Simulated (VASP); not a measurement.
# Pr2F3 (P-3m1) in VASP: a series of runs

The runs below take Pr2F3 through single point, relaxation of cell and atoms, with PBE.

Program: VASP 6.6.1. These are calculated values, not measurements. Logs are shortened: lines on timing, memory, paths and dates and some standing lists are left out, and cuts for length are marked.

### 1 The cell of the first run

Symmetry: P-3m1, No. 164, trigonal system. The conventional cell has a = 3.819 Å, b = 3.819 Å, c = 6.927 Å, α = 90.00°, β = 90.00°, γ = 120.00°. Pr (site symmetry 3m) has 7 F at 2.54 to 2.69 Å within 3.3 Å. Within 3.3 Å of F (site symmetry 3m) lie 4 Pr at 2.54 to 2.69 Å and 3 F at 2.63 Å. F (site symmetry -3m) has 6 Pr at 2.66 Å and 6 F at 3.52 Å within 3.6 Å.

### 2 Single point, PBE

INCAR reads:

```
SYSTEM = Pr2F3
  PREC = Accurate
  ENCUT = 600
  EDIFF = 1E-6
  ISMEAR = 0
  SIGMA = 0.2
  LREAL = .FALSE.
  LASPH = .TRUE.
  NELM = 200
  ALGO = Normal
  ISIF = 2
  LWAVE = .FALSE.
  LCHARG = .TRUE.
  GGA = PE
  LELF = .TRUE.
  LVHAR = .TRUE.
  NBANDS = 54
  GGA_COMPAT = .FALSE.
  LMAXMIX = 6
```

KPOINTS reads:

```
Automatic mesh
0
G
  6 4 4
  0 0 0
```

POSCAR reads:

```
Pr2F3
1.0
    1.9097299723     -3.3077493406      0.0000000000
   -5.7291899167     -3.3077493407      0.0000000000
    0.0000000000      0.0000000000     -6.9273944383
Pr F
4 6
Direct
    0.0000000000      0.6666666667      0.2153997844
    0.5000000000      0.1666666667      0.2153997844
    0.5000000000      0.8333333333      0.7846002156
    1.0000000000      0.3333333333      0.7846002156
    0.0000000000      0.6666666667      0.6034113547
    0.5000000000      0.1666666667      0.6034113547
    0.5000000000      0.8333333333      0.3965886453
    1.0000000000      0.3333333333      0.3965886453
    0.0000000000      1.0000000000      1.0000000000
    0.5000000000      0.5000000000      1.0000000000
```

Potentials or basis: VASP PAW PBE potentials, release 64 (Pr_3, F), 4f in core.

Run with:

```sh
> cat potpaw_PBE.64/Pr_3/POTCAR potpaw_PBE.64/F/POTCAR > POTCAR
> mpirun -np 1 vasp_std > vasp.out
```

OUTCAR:

```text
SYSTEM = Pr2F3
   PREC = Accurate
   ENCUT = 600
   EDIFF = 1E-6
   ISMEAR = 0
   LREAL = .FALSE.
   LASPH = .TRUE.
   NELM = 200
   ISIF = 2
   GGA = PE

 ion  position               nearest neighbor table
   1  0.000  0.667  0.215-   7 2.54   7 2.54   8 2.54   9 2.66  10 2.66  10 2.66   5 2.69   3 3.71
                             3 3.71   4 3.71   2 3.82   2 3.82   2 3.82   2 3.82
   2  0.500  0.167  0.215-   8 2.54   8 2.54   7 2.54  10 2.66   9 2.66   9 2.66   6 2.69   4 3.71
                             4 3.71   3 3.71   1 3.82   1 3.82   1 3.82   1 3.82
   3  0.500  0.833  0.785-   5 2.54   5 2.54   6 2.54  10 2.66   9 2.66   9 2.66   7 2.69   1 3.71
                             1 3.71   2 3.71   4 3.82   4 3.82   4 3.82   4 3.82
   4  0.000  0.333  0.785-   6 2.54   6 2.54   5 2.54   9 2.66  10 2.66  10 2.66   8 2.69   2 3.71
                             2 3.71   1 3.71   3 3.82   3 3.82   3 3.82   3 3.82
   5  0.000  0.667  0.603-   3 2.54   3 2.54   4 2.54   1 2.69
   6  0.500  0.167  0.603-   4 2.54   4 2.54   3 2.54   2 2.69
   7  0.500  0.833  0.397-   1 2.54   1 2.54   2 2.54   3 2.69
   8  0.000  0.333  0.397-   2 2.54   2 2.54   1 2.54   4 2.69
   9  0.000  0.000  0.000-   1 2.66   4 2.66   2 2.66   3 2.66   2 2.66   3 2.66
  10  0.500  0.500  0.000-   2 2.66   3 2.66   1 2.66   4 2.66   1 2.66   4 2.66

  LATTYP: Found a simple orthorhombic cell.
 ALAT       =     3.8194599445
 B/A-ratio  =     1.7320508076
 C/A-ratio  =     1.8137104562

  Lattice vectors:

 A1 = (   1.9097299723,  -3.3077493406,   0.0000000000)
 A2 = (  -5.7291899167,  -3.3077493407,   0.0000000000)
 A3 = (   0.0000000000,   0.0000000000,  -6.9273944383)

Analysis of symmetry for initial positions (statically):
=====================================================================
 Subroutine PRICEL returns following result:

  LATTYP: Found a hexagonal cell.
 ALAT       =     3.8194599445
 C/A-ratio  =     1.8137104562

  Lattice vectors:

 A1 = (  -1.9097299723,   3.3077493406,   0.0000000000)
 A2 = (   3.8194599445,   0.0000000001,   0.0000000000)
 A3 = (   0.0000000000,   0.0000000000,  -6.9273944383)

   2 primitive cells build up your supercell.

 Routine SETGRP: Setting up the symmetry group for a
 simple orthorhombic supercell.

 Subroutine GETGRP returns: Found  4 space group operations
 (whereof  4 operations were pure point group operations)
 out of a pool of  8 trial point group operations.

The static configuration has the point symmetry C_2h.

[... 137 lines left out ...]
   POTIM  = 0.5000    time-step for ionic-motion
   TEBEG  =    0.0;   TEEND  =   0.0 temperature during run
   PSTRESS=    0.0 pullay stress
   NELECT =      86.0000    total number of electrons
   NUPDOWN=      -1.0000    fix difference up-down
   EMIN   =  10.00;   EMAX   =-10.00  energy-range for DOS
   EFERMI =   0.00;   METHOD = LEGACY
   ISMEAR =     0;   SIGMA  =   0.20  broadening in eV -4-tet -1-fermi 0-gaus
   EFERMI_NEDOS =   21; number of points for ismear=-14 and -15
   IALGO  =     38    algorithm
   IMIX   =      4    mixing-type and parameters
     AMIX     =   0.40;   BMIX     =  1.00
     AMIX_MAG =   1.60;   BMIX_MAG =  1.00
  volume/ion in A,a.u.               =      17.50       118.12
  Fermi-wavevector in a.u.,A,eV,Ry     =   1.291803  2.441153 22.704777  1.668754
  Thomas-Fermi vector in A             =   2.423550
   LORBIT       =      0    0 simple, 1 ext, 2 COOP (PROOUT), +10 PAW based schemes
   GGA     = PE    functional components
   LHFCALC =     F    Hartree Fock is set to
   AEXX    =    0.0000 exact exchange contribution
   IVDW    =     0    specifies the selected vdW correction
   LEPSILON=     F    determine dielectric tensor
   LRPA    =     F    only Hartree local field effects (RPA)
 non-spin polarized calculation
 Gauss-broadening in eV      SIGMA  =   0.20
  energy-cutoff  :      600.00
  volume of cell :      175.04
 maximum number of plane-waves:      5863
 NGX is ok and might be reduce to    32

 number of electron      85.9999972 magnetization

 Free energy of the ion-electron system (eV)
  ---------------------------------------------------
  ext. energy  EPLUGINS =         0.00000000
  ---------------------------------------------------
  free energy    TOTEN  =       -57.59593905 eV

  energy without entropy =      -57.40284714  energy(sigma->0) =      -57.49939310

 E-fermi :   5.3192     XC(G=0): -10.1837

 val. band max:        5.3187759962   @ k =   0.0000   0.2500   0.5000
 cond. band min:       5.3206939847   @ k =   0.0000   0.2500  -0.2500
 fundamental gap:      0.0019179885
 Fermi energy:         5.3191510787

 k-point     1 :       0.0000    0.0000    0.0000
  band No.  band energies     occupation
      1     -32.2683      2.00000
      2     -32.1723      2.00000
      3     -32.1508      2.00000
      4     -32.1236      2.00000
      5     -21.2752      2.00000
      6     -21.2436      2.00000
[... 1357 lines left out ...]
     53       8.8031      0.00000
     54       8.8035      0.00000

 [... further k-points ...]

------------------------ aborting loop because EDIFF is reached ----------------------------------------

  FORCE on cell =-STRESS in cart. coord.  units (eV):
  Direction    XX          YY          ZZ          XY          YZ          ZX
  --------------------------------------------------------------------------------------
  -------------------------------------------------------------------------------------
  Total       -0.2115284     -0.2797244     -0.2711204      0.0590595     -0.0245574     -0.0425347
  in kB       -1.9361757     -2.5603920     -2.4816374      0.5405872     -0.2247805     -0.3893316
  external PRESSURE =      -2.3260684 kB  Pullay stress =       0.0000000 kB

 VOLUME and BASIS-vectors are now :
 -----------------------------------------------------------------------------
  energy-cutoff  :      600.00
  volume of cell :      175.04
      direct lattice vectors                 reciprocal lattice vectors
     1.909729972 -3.307749341  0.000000000     0.130908560 -0.226740276  0.000000000
    -5.729189917 -3.307749341  0.000000000    -0.130908560 -0.075580092  0.000000000
     0.000000000  0.000000000 -6.927394438     0.000000000  0.000000000 -0.144354419

 POSITION                                       TOTAL-FORCE (eV/Angst)
 -----------------------------------------------------------------------------------
     -3.81946     -2.20517     -1.49216        -0.000989     -0.000571     -0.021531
     -0.00000     -2.20517     -1.49216        -0.000989     -0.000571     -0.021531
     -3.81946     -4.41033     -5.43524         0.000989      0.000571      0.021531
     -1.90973     -1.10258     -5.43524         0.000989      0.000571      0.021531
     -3.81946     -2.20517     -4.18007        -0.007795     -0.004500     -0.020682
     -0.00000     -2.20517     -4.18007        -0.007795     -0.004500     -0.020682
     -3.81946     -4.41033     -2.74733         0.007795      0.004500      0.020682
     -1.90973     -1.10258     -2.74733         0.007795      0.004500      0.020682
      0.00000      0.00000      0.00000         0.000000      0.000000     -0.000000
     -1.90973     -3.30775      0.00000         0.000000     -0.000000     -0.000000
 -----------------------------------------------------------------------------------
    total drift:                                0.000000     -0.000000     -0.000000

  FREE ENERGIE OF THE ION-ELECTRON SYSTEM (eV)
  ---------------------------------------------------
  free  energy   TOTEN  =       -57.5959390544 eV

  energy  without entropy=      -57.4028471396  energy(sigma->0) =      -57.49939310
```

OSZICAR:

```text
N       E                     dE             d eps       ncg     rms          rms(c)
DAV:   1     0.810143877413E+03    0.81014E+03   -0.48855E+04  4320   0.172E+03
DAV:   2     0.765965815032E+01   -0.80248E+03   -0.78003E+03  4980   0.414E+02
DAV:   3    -0.580187614132E+02   -0.65678E+02   -0.64943E+02  5818   0.116E+02
DAV:   4    -0.611731626117E+02   -0.31544E+01   -0.31382E+01  6600   0.204E+01
DAV:   5    -0.612678567468E+02   -0.94694E-01   -0.94608E-01  5794   0.317E+00    0.146E+01
DAV:   6    -0.576917787313E+02    0.35761E+01   -0.18673E+01  4934   0.181E+01    0.727E+00
DAV:   7    -0.576309772553E+02    0.60801E-01   -0.14534E+00  6066   0.498E+00    0.363E+00
DAV:   8    -0.575927575818E+02    0.38220E-01   -0.18030E-01  5716   0.232E+00    0.673E-01
DAV:   9    -0.575931796859E+02   -0.42210E-03   -0.19530E-02  6426   0.657E-01    0.198E-01
DAV:  10    -0.575954335324E+02   -0.22538E-02   -0.46505E-03  5410   0.298E-01    0.122E-01
DAV:  11    -0.575958708185E+02   -0.43729E-03   -0.16696E-03  5480   0.224E-01    0.520E-02
DAV:  12    -0.575959460294E+02   -0.75211E-04   -0.30191E-04  4988   0.810E-02    0.313E-02
DAV:  13    -0.575959415745E+02    0.44549E-05   -0.12513E-04  5192   0.566E-02    0.135E-02
DAV:  14    -0.575959390786E+02    0.24958E-05   -0.20312E-05  4840   0.246E-02    0.342E-03
DAV:  15    -0.575959390544E+02    0.24280E-07   -0.50119E-06  4408   0.917E-03
   1 F= -.57595939E+02 E0= -.57499393E+02  d E =-.193092E+00
```

It took 3.9 min on 1 thread of Intel Xeon 6975P-C (Granite Rapids), shared host; peak memory 0.49 GiB.

What came out:

```yaml
Free_energy: -57.5959 eV
Pressure: -0.2 GPa
Largest_force: 0.023 eV/Å
Band_gap_on_the_k_mesh: zero (bands 43 and 44 overlap by 0.59 eV)
```

Forces on the atoms (eV/Å):
```
Pr  -0.001 -0.001 -0.022
Pr  -0.001 -0.001 -0.022
Pr   0.001  0.001  0.022
Pr   0.001  0.001  0.022
F   -0.008 -0.004 -0.021
F   -0.008 -0.004 -0.021
F    0.008  0.004  0.021
F    0.008  0.004  0.021
F    0.000  0.000  0.000
F    0.000  0.000  0.000
```

Stress tensor (GPa, compression positive):
```
-0.19  0.05 -0.04
 0.05 -0.26 -0.02
-0.04 -0.02 -0.25
```

Levels at points of the mesh, in eV from the Fermi level:
```tsv
k point	band 40	band 41	band 42	band 43	band 44	band 45	band 46	band 47
(0.00, 0.00, 0.00)	-6.38	-1.47	-1.11	-0.21	-0.12	0.60	0.61	1.20
(0.50, 0.00, 0.00)	-6.37	-0.50	-0.50	-0.34	-0.34	0.92	0.92	1.36
(0.00, 0.50, 0.00)	-6.50	-0.75	-0.75	-0.03	-0.03	0.70	0.70	0.85
(0.50, 0.50, 0.00)	-6.38	-1.47	-1.47	-0.12	-0.12	1.41	1.41	2.17
(0.00, 0.00, 0.50)	-6.33	-1.10	-0.27	-0.11	0.06	0.73	0.73	0.75
(0.50, 0.00, 0.50)	-6.40	-0.23	-0.23	-0.06	-0.06	1.12	1.12	1.23
(0.00, 0.50, 0.50)	-6.54	-0.50	-0.50	0.25	0.25	0.71	0.71	1.03
(0.50, 0.50, 0.50)	-6.33	-1.09	-1.09	-0.11	-0.11	1.31	1.31	1.80
```

Caveat: spin-orbit coupling is left out, which moves the levels of the heavy elements; the 4f electrons are frozen in the core, so they carry no moment and show no levels; the run has no spin polarisation, though such a crystal can be magnetic.

### 3 Relaxation of cell and atoms, PBE

This run uses another cell than the first one: it holds 5 atoms, not 10.

INCAR reads:

```
SYSTEM = Pr2F3
ALGO     = Normal         ! electronic algorithm
EDIFF    = 1E-7           ! SCF threshold, eV
EDIFFG   = -0.01          ! ionic threshold
ENCUT    = 600            ! plane-wave cutoff, eV
GGA      = PE             ! functional
GGA_COMPAT= .FALSE.      
IBRION   = 2              ! ionic algorithm
ISIF     = 3              ! what is computed and relaxed
ISMEAR   = 0              ! smearing method
LASPH    = .TRUE.         ! aspherical terms in the spheres
LCHARG   = .FALSE.        ! write CHGCAR
LMAXMIX  = 6              ! l up to which the mixer works
LREAL    = .FALSE.        ! projectors in reciprocal space
LWAVE    = .FALSE.        ! write WAVECAR
NELM     = 200            ! most SCF steps
NELMIN   = 4            
NSW      = 100            ! ionic steps
PREC     = Accurate       ! precision mode
SIGMA    = 0.1            ! smearing width, eV
```

KPOINTS reads:

```
k-points
0
G
  12 12 6
  0 0 0
```

POSCAR reads:

```
Pr2F3
1.0
    3.8285448601      0.0000000000      0.0000000000
   -1.9142724301      3.3156171084      0.0000000000
    0.0000000000      0.0000000000      6.9288663759
Pr F
2 3
Direct
    0.6666666667      0.3333333333      0.7844584518
    0.3333333333      0.6666666667      0.2155415482
    0.6666666667      0.3333333333      0.3963481110
    0.3333333333      0.6666666667      0.6036518890
    0.0000000000      0.0000000000      0.0000000000
```

Potentials or basis: VASP PAW PBE potentials, release 64 (Pr_3, F), 4f in core.

Run with:

```sh
> cat potpaw_PBE.64/Pr_3/POTCAR potpaw_PBE.64/F/POTCAR > POTCAR
> mpirun -np 1 vasp_std > vasp.out
```

OUTCAR:

```text
SYSTEM = Pr2F3
   EDIFF = 1E-7
   EDIFFG = -0.01
   ENCUT = 600
   GGA = PE
   IBRION = 2
   ISIF = 3
   ISMEAR = 0
   LASPH = .TRUE.
   LREAL = .FALSE.
   NELM = 200
   NELMIN = 4
   NSW = 100
   PREC = Accurate

 ion  position               nearest neighbor table
   1  0.667  0.333  0.784-   4 2.54   4 2.54   4 2.54   5 2.67   5 2.67   5 2.67   3 2.69   2 3.72
                             2 3.72   2 3.72
   2  0.333  0.667  0.216-   3 2.54   3 2.54   3 2.54   5 2.67   5 2.67   5 2.67   4 2.69   1 3.72
                             1 3.72   1 3.72
   3  0.667  0.333  0.396-   2 2.54   2 2.54   2 2.54   1 2.69
   4  0.333  0.667  0.604-   1 2.54   1 2.54   1 2.54   2 2.69
   5  0.000  0.000  0.000-   1 2.67   2 2.67   1 2.67   2 2.67   1 2.67   2 2.67

  LATTYP: Found a hexagonal cell.
 ALAT       =     3.8285448601
 C/A-ratio  =     1.8097910901

  Lattice vectors:

 A1 = (   3.8285448601,   0.0000000000,   0.0000000000)
 A2 = (  -1.9142724301,   3.3156171084,   0.0000000000)
 A3 = (   0.0000000000,   0.0000000000,   6.9288663759)

Analysis of symmetry for initial positions (statically):
=====================================================================
 Subroutine PRICEL returns:
[... 186 lines left out ...]
  -------------------------------------------------------------------------------------
  Total       -0.3638255     -0.3638255     -0.3521210      0.0000000      0.0000000     -0.0000000
  in kB       -6.6274036     -6.6274036     -6.4141951      0.0000000      0.0000000     -0.0000000
  external PRESSURE =      -6.5563341 kB  Pullay stress =       0.0000000 kB
[... 143 lines left out ...]
--------------------------------------- Ionic step        5  -------------------------------------------

 number of electron      43.0000008 magnetization

 Free energy of the ion-electron system (eV)
  ---------------------------------------------------
  ext. energy  EPLUGINS =         0.00000000
  ---------------------------------------------------
  free energy    TOTEN  =       -28.76237113 eV

  energy without entropy =      -28.73084594  energy(sigma->0) =      -28.74660854

 E-fermi :   5.3633     XC(G=0): -10.2116

 val. band max:        5.3624027350   @ k =   0.0833   0.0000   0.3333
 cond. band min:       5.3752274884   @ k =   0.2500   0.1667   0.3333
 fundamental gap:      0.0128247534
 Fermi energy:         5.3632537876

 k-point     1 :       0.0000    0.0000    0.0000
  band No.  band energies     occupation
      1     -32.2114      2.00000
      2     -32.1111      2.00000
      3     -21.2469      2.00000
      4     -20.4421      2.00000
      5     -19.8370      2.00000
      6     -13.8789      2.00000
[... 661 lines left out ...]
     24       5.9675      0.00000
     25       6.4102      0.00000

 [... further k-points ...]

------------------------ aborting loop because EDIFF is reached ----------------------------------------

  FORCE on cell =-STRESS in cart. coord.  units (eV):
  Direction    XX          YY          ZZ          XY          YZ          ZX
  --------------------------------------------------------------------------------------
  -------------------------------------------------------------------------------------
  Total       -0.0126384     -0.0126384      0.0242931      0.0000000      0.0000000     -0.0000000
  in kB       -0.2327879     -0.2327879      0.4474579      0.0000000      0.0000000     -0.0000000
  external PRESSURE =      -0.0060393 kB  Pullay stress =       0.0000000 kB
[... 20 lines left out ...]
  FREE ENERGIE OF THE ION-ELECTRON SYSTEM (eV)
  ---------------------------------------------------
  free  energy   TOTEN  =       -28.7623711307 eV

  energy  without entropy=      -28.7308459403  energy(sigma->0) =      -28.74660854

 reached required accuracy - stopping structural energy minimisation
```

OSZICAR:

```text
N       E                     dE             d eps       ncg     rms          rms(c)
DAV:   1     0.385181387725E+03    0.38518E+03   -0.24426E+04  5000   0.182E+03
DAV:   2    -0.487026805376E+01   -0.39005E+03   -0.38602E+03  6037   0.413E+02
DAV:   3    -0.293942933009E+02   -0.24524E+02   -0.24294E+02  7074   0.104E+02
[... 44 lines left out ...]
DAV:   3    -0.287623716875E+02    0.11442E-04   -0.37595E-05  7055   0.408E-02    0.122E-02
DAV:   4    -0.287623697279E+02    0.19596E-05   -0.84165E-06  7290   0.193E-02    0.354E-03
DAV:   5    -0.287623703165E+02   -0.58857E-06   -0.62188E-07  7128   0.484E-03    0.231E-03
DAV:   6    -0.287623711416E+02   -0.82510E-06   -0.16383E-07  3505   0.344E-03    0.288E-04
DAV:   7    -0.287623711307E+02    0.10904E-07   -0.26223E-08  2520   0.124E-03
   5 F= -.28762371E+02 E0= -.28746609E+02  d E =-.173076E-03
```

CONTCAR:

```text
Pr2F3
   1.00000000000000
     3.8127301478949631    0.0000000000002382    0.0000000000000000
    -1.9063650739970686    3.3019211658764687   -0.0000000000000000
     0.0000000000000000    0.0000000000000000    6.9093727103305493
  Pr              F
     2     3
Direct
     0.6666666667000030    0.3333333332999970    0.7850116419425446
     0.3333333332999970    0.6666666667000030    0.2149883580574555
     0.6666666667000030    0.3333333332999970    0.3966614781486493
     0.3333333332999970    0.6666666667000030    0.6033385218513506
     0.0000000000000000    0.0000000000000000    0.0000000000000000

  0.00000000E+00  0.00000000E+00  0.00000000E+00
  0.00000000E+00  0.00000000E+00  0.00000000E+00
  0.00000000E+00  0.00000000E+00  0.00000000E+00
  0.00000000E+00  0.00000000E+00  0.00000000E+00
  0.00000000E+00  0.00000000E+00  0.00000000E+00
```

It took 5 min on 1 thread of Intel Xeon 6975P-C (Granite Rapids), shared host; peak memory 0.39 GiB.

What came out:

- Free energy: -28.7624 eV
- Relaxed volume: 17.40 Å³/atom
- Relaxed cell: a = 3.813 Å, b = 3.813 Å, c = 6.909 Å, α = 90.00°, β = 90.00°, γ = 120.00°
- Space group after relaxing (to 0.1 Å): P-3m1 (No. 164)
- Energy gained by relaxing: 0.4 meV/atom
- Ionic steps: 5
- Pressure after relaxing: 0.0 GPa
- Largest force after relaxing: 0.005 eV/Å
- Band gap on the k mesh: zero (an odd number of electrons rules out a gap without spin polarisation)

Forces on the atoms (eV/Å):
```
Pr   0.000  0.000 -0.005
Pr   0.000  0.000  0.005
F    0.000  0.000  0.000
F    0.000  0.000  0.000
F    0.000  0.000  0.000
```

The path:
```tsv
step	energy change (eV)	largest force (eV/Å)	pressure (GPa)	volume (Å³)
1	0.0000	0.0173	-0.66	87.95
2	-0.0019	0.0341	0.01	87.04
3	-0.0019	0.0340	0.01	87.04
4	-0.0021	0.0120	0.00	87.01
5	-0.0021	0.0054	0.00	86.98
```

Final structure:
```
CELL_PARAMETERS angstrom
3.81273 0.00000 0.00000
-1.90637 3.30192 0.00000
0.00000 0.00000 6.90937
ATOMIC_POSITIONS crystal
Pr 0.66667 0.33333 0.78501
Pr 0.33333 0.66667 0.21499
F 0.66667 0.33333 0.39666
F 0.33333 0.66667 0.60334
F 0.00000 0.00000 0.00000
```

Caveat: spin-orbit coupling is left out, which moves the levels of the heavy elements; the 4f electrons are frozen in the core, so they carry no moment and show no levels; an odd number of electrons without spin polarisation forces a metal; a magnetic or distorted state may lie lower; the run has no spin polarisation, though such a crystal can be magnetic. Spin polarisation is off, so any magnetic state and its effect on volume and gap are missing.
